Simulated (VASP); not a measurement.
A run of VASP 6.6.1:

Contents of POSCAR:

```
Ba
1.0
   -2.5367939014      2.5367939014      2.5367939014
    2.5367939014     -2.5367939014      2.5367939014
    2.5367939014      2.5367939014     -2.5367939014
Ba
1
Direct
    0.0000000000      0.0000000000      0.0000000000
```

The input INCAR.step1:

```
PREC = Accurate
ENCUT = 520
ISMEAR = 0
SIGMA = 0.01
LREAL = False
LASPH = True
NELM = 100
NBANDS = 11
GGA = PE
ALGO = Normal
EDIFF = 1E-4
LWAVE = True
LCHARG = False
```

INCAR.step2

```
PREC = Accurate
ENCUT = 520
EDIFF = 1E-6
ISMEAR = 0
SIGMA = 0.01
LREAL = False
LASPH = True
NELM = 100
ALGO = Normal
ISIF = 2
LWAVE = False
LCHARG = False
METAGGA = R2SCAN
LMIXTAU = True
NBANDS = 11
ISTART = 1
```

KPOINTS

```
regular mesh
0
Gamma
  9 9 9
```

Potentials or basis: VASP PAW PBE potentials, release 64 (Ba_sv).

Launch:

```bash
$ cat potpaw_PBE.64/Ba_sv/POTCAR > POTCAR
$ cp INCAR.step1 INCAR
$ mpirun -np 1 vasp_std > vasp.out
$ cp INCAR.step2 INCAR
$ mpirun -np 1 vasp_std > vasp.out
```

Hardware: 1 thread of Intel(R) Xeon(R) 6975P-C (Granite Rapids), on a shared host.

Question: Estimate the wall time of this run.

Answer: Wall time 46 s on 1 thread of Intel(R) Xeon(R) 6975P-C (Granite Rapids), with other jobs on the host, peak memory 0.21 GiB. Counts: k points 35.
